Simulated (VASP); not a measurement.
# HfO2 in VASP: a series of runs, part 2 of 3

VASP 6.6.1.

## 3. Single point, PBEsol (one atom moved)

INCAR reads:

```
PREC = Accurate
ENCUT = 520
EDIFF = 1E-7
ISMEAR = 0
SIGMA = 0.02
LREAL = False
LASPH = True
NELM = 100
ALGO = Normal
ISIF = 2
LWAVE = False
LCHARG = True
GGA = PS
LELF = True
LVHAR = True
NBANDS = 18
```

KPOINTS reads:

```
Automatic mesh
0
Gamma
  8 8 8
```

POSCAR reads:

```
HfO2
1.0
    0.0000000000      2.5575000000      2.5575000000
    2.5575000000      0.0000000000      2.5575000000
    2.5575000000      2.5575000000      0.0000000000
Hf O
1 2
Direct
    0.0087976540     -0.0087976540      0.0087976540
    0.2500000000      0.2500000000      0.2500000000
    0.7500000000      0.7500000000      0.7500000000
```

Potentials or basis: VASP PAW PBE potentials, release 64 (Hf_pv, O).

Command:

```
$ cat potpaw_PBE.64/Hf_pv/POTCAR potpaw_PBE.64/O/POTCAR > POTCAR
$ mpirun -np 1 vasp_std > vasp.out
```

OUTCAR:

```text
PREC = Accurate
   ENCUT = 520
   EDIFF = 1E-7
   ISMEAR = 0
   LREAL = False
   LASPH = True
   NELM = 100
   ISIF = 2
   GGA = PS

 ion  position               nearest neighbor table
   1  0.009  0.991  0.009-   3 2.19   3 2.19   2 2.19   2 2.19   3 2.24   2 2.24   3 2.24   2 2.24

   2  0.250  0.250  0.250-   1 2.19   1 2.19   1 2.24   1 2.24
   3  0.750  0.750  0.750-   1 2.19   1 2.19   1 2.24   1 2.24

  LATTYP: Found a face centered cubic cell.
 ALAT       =     5.1150000000

  Lattice vectors:

 A1 = (   0.0000000000,   2.5575000000,   2.5575000000)
 A2 = (   2.5575000000,   0.0000000000,   2.5575000000)
 A3 = (   2.5575000000,   2.5575000000,   0.0000000000)

Analysis of symmetry for initial positions (statically):
=====================================================================
 Subroutine PRICEL returns:
 Original cell was already a primitive cell.

 Routine SETGRP: Setting up the symmetry group for a
 face centered cubic supercell.

 Subroutine GETGRP returns: Found  8 space group operations
 (whereof  8 operations were pure point group operations)
 out of a pool of 48 trial point group operations.
[... 164 lines left out ...]

 E-fermi :   4.0400     XC(G=0): -11.9627

 val. band max:        3.9124736068   @ k =   0.5000   0.5000   0.0000
 cond. band min:       7.5152901831   @ k =   0.5000   0.5000   0.0000
 fundamental gap:      3.6028165764
 Fermi energy:         4.0399639146

 k-point     1 :       0.0000    0.0000    0.0000
  band No.  band energies     occupation
      1     -25.8381      2.00000
      2     -25.8365      2.00000
      3     -25.8365      2.00000
      4     -14.6167      2.00000
      5     -11.6581      2.00000
      6      -1.3312      2.00000
[... 481 lines left out ...]
      5     -12.6114      2.00000
      6      -1.3159      2.00000
[... 10 lines left out ...]
     17      14.6747      0.00000
     18      16.6899      0.00000

 [... further k-points ...]

------------------------ aborting loop because EDIFF is reached ----------------------------------------

  FORCE on cell =-STRESS in cart. coord.  units (eV):
  Direction    XX          YY          ZZ          XY          YZ          ZX
  --------------------------------------------------------------------------------------
  -------------------------------------------------------------------------------------
  Total       -2.7902415     -2.7815408     -2.7902415      0.0000000      0.0000000      0.0000000
  in kB     -133.6212280   -133.2045610   -133.6212280      0.0000000      0.0000000      0.0000000
  external PRESSURE =    -133.4823390 kB  Pullay stress =       0.0000000 kB

 VOLUME and BASIS-vectors are now :
 -----------------------------------------------------------------------------
  energy-cutoff  :      520.00
  volume of cell :       33.46
      direct lattice vectors                 reciprocal lattice vectors
     0.000000000  2.557500000  2.557500000    -0.195503421  0.195503421  0.195503421
     2.557500000  0.000000000  2.557500000     0.195503421 -0.195503421  0.195503421
     2.557500000  2.557500000  0.000000000     0.195503421  0.195503421 -0.195503421

 POSITION                                       TOTAL-FORCE (eV/Angst)
 -----------------------------------------------------------------------------------
      2.55750      0.04500      2.55750         0.000000     -0.157929      0.000000
      1.27875      1.27875      1.27875         0.000000      0.078964      0.000000
      3.83625      3.83625      3.83625         0.000000      0.078964      0.000000
 -----------------------------------------------------------------------------------
    total drift:                               -0.000000     -0.000011     -0.000000

  FREE ENERGIE OF THE ION-ELECTRON SYSTEM (eV)
  ---------------------------------------------------
  free  energy   TOTEN  =       -31.5550604106 eV

  energy  without entropy=      -31.5550604106  energy(sigma->0) =      -31.55506041
```

OSZICAR:

```text
N       E                     dE             d eps       ncg     rms          rms(c)
DAV:   1     0.891642081465E+02    0.89164E+02   -0.12698E+04  2132   0.121E+03
DAV:   2    -0.327164137936E+02   -0.12188E+03   -0.11760E+03  2754   0.284E+02
DAV:   3    -0.368345208058E+02   -0.41181E+01   -0.41029E+01  2492   0.460E+01
DAV:   4    -0.368585556630E+02   -0.24035E-01   -0.24031E-01  2616   0.393E+00
DAV:   5    -0.368586967657E+02   -0.14110E-03   -0.14110E-03  2434   0.285E-01    0.466E+01
DAV:   6    -0.317537411624E+02    0.51050E+01   -0.18577E+01  2178   0.302E+01    0.404E+01
DAV:   7    -0.316128261558E+02    0.14092E+00   -0.67587E-01  2420   0.674E+00    0.281E+01
DAV:   8    -0.315794098124E+02    0.33416E-01   -0.32479E-01  2320   0.502E+00    0.894E+00
DAV:   9    -0.315551002466E+02    0.24310E-01   -0.68847E-02  2234   0.222E+00    0.284E+00
DAV:  10    -0.315550574108E+02    0.42836E-04   -0.31264E-03  2520   0.420E-01    0.127E-01
DAV:  11    -0.315550555749E+02    0.18359E-05   -0.16362E-04  2336   0.104E-01    0.178E-01
DAV:  12    -0.315550599456E+02   -0.43706E-05   -0.19963E-05  2404   0.312E-02    0.841E-03
DAV:  13    -0.315550603674E+02   -0.42181E-06   -0.65004E-07  2572   0.616E-03    0.135E-03
DAV:  14    -0.315550604106E+02   -0.43215E-07   -0.57314E-08  1940   0.157E-03
   1 F= -.31555060E+02 E0= -.31555060E+02  d E =-.992901E-22
```

stdout:

```text
POSCAR found type information on POSCAR HfO
 POSCAR found :  2 types and       3 ions
 scaLAPACK will be used
 -----------------------------------------------------------------------------
|                                                                             |
|                                                                             |
|     You enforced a specific xc type in the INCAR file but a different       |
|     I HOPE YOU KNOW WHAT YOU ARE DOING!                                     |
|                                                                             |
 -----------------------------------------------------------------------------

 LDA part: xc-table for (Slater+PW92), standard interpolation
 POSCAR, INCAR and KPOINTS ok, starting setup
 FFT: planning ... GRIDC
 FFT: planning ... GRID_SOFT
 FFT: planning ... GRID
 WAVECAR not read
 entering main loop
```

Run time: 44 s. Hardware: 1 thread of Intel Xeon 8259CL, shared host; peak memory 0.18 GiB.

Results:

```
Free energy            : -31.5551 eV
Pressure               : -13.3 GPa
Largest force          : 0.158 eV/Å
Band gap on the k mesh : 3.60 eV
```

Forces on the atoms (eV/Å):
```
Hf   0.000 -0.158  0.000
O    0.000  0.079  0.000
O    0.000  0.079  0.000
```

Caveat: the cell differs from its parent crystal (one atom moved); the cell stands under tension; the PAW data sets were made with another functional, which shifts forces and pressure a little; spin-orbit coupling is left out, which moves the levels of the heavy elements. A k mesh can miss the band edges.

## 4. Single point, PBEsol (atoms moved at random and the cell strained at random)

INCAR reads:

```
  ALGO = Normal
  EDIFF = 1E-6
  ENCUT = 520
  GGA = PS
  ISIF = 2
  ISMEAR = 0
  LASPH = True
  LCHARG = True
  LELF = True
  LREAL = False
  LVHAR = True
  LWAVE = False
  NBANDS = 18
  NELM = 100
  PREC = Accurate
  SIGMA = 0.02
```

KPOINTS reads:

```
k-points
0
Gamma
  8 8 8
```

POSCAR reads:

```
HfO2
1.0
   -0.0294879750      2.4969384000      2.5233573750
    2.4812353500      0.0118412250      2.4820281750
    2.4321057750      2.4064796250      0.0609708000
Hf O
1 2
Direct
    0.0035601173      0.0032825024     -0.0041544477
    0.2469990225      0.2418846530      0.2489462366
    0.7494428152      0.7548347996      0.7552062561
```

Command:

```
$ cat potpaw_PBE.64/Hf_pv/POTCAR potpaw_PBE.64/O/POTCAR > POTCAR
$ mpirun -np 1 vasp_std > vasp.out
```

Run time: 3 min. Hardware: 1 thread of Intel Xeon 8259CL, shared host; peak memory 0.26 GiB.

It converged, with:

```yaml
Free_energy: -31.4819 eV
Pressure: 18.6 GPa
Largest_force: 0.975 eV/Å
Band_gap_on_the_k_mesh: 3.82 eV (least direct gap 3.84 eV)
```

Forces in eV/Å, atoms in the order of the input:
```
Hf   0.039  0.050 -0.242
O    0.058  0.091  0.969
O   -0.096 -0.142 -0.727
```

Stress tensor (GPa, compression positive):
```
16.89  6.97 -0.67
 6.97 22.19 -3.17
-0.67 -3.17 16.80
```

Levels at points of the mesh, in eV from the valence-band top:
```tsv
k point	band 8	band 9	band 10	band 11	band 12	band 13	band 14	band 15
(0.00, 0.00, 0.00)	-5.93	-0.82	-0.78	-0.62	3.84	3.97	6.25	11.09
(0.50, 0.00, 0.00)	-3.16	-3.13	-2.11	-1.81	4.53	4.86	7.32	9.12
(0.00, 0.50, 0.00)	-3.21	-3.13	-2.09	-1.78	4.53	5.02	7.72	9.18
(0.50, 0.50, 0.00)	-3.59	-2.12	-1.43	-0.13	3.84	5.85	7.15	8.35
(0.00, 0.00, 0.50)	-3.42	-2.99	-2.16	-1.92	4.72	5.02	8.15	9.09
(0.50, 0.00, 0.50)	-3.74	-1.85	-1.82	0.00	3.84	5.85	7.27	8.91
(0.00, 0.50, 0.50)	-3.62	-1.96	-1.58	-0.11	3.82	5.84	7.19	8.59
(0.50, 0.50, 0.50)	-3.45	-2.95	-2.26	-2.04	4.59	4.93	7.57	8.90
```

Caveat: the cell differs from its parent crystal (atoms moved at random and the cell strained at random); the cell stands under pressure; the PAW data sets were made with another functional, which shifts forces and pressure a little; spin-orbit coupling is left out, which moves the levels of the heavy elements.

(Continued in part 3 of 3.)
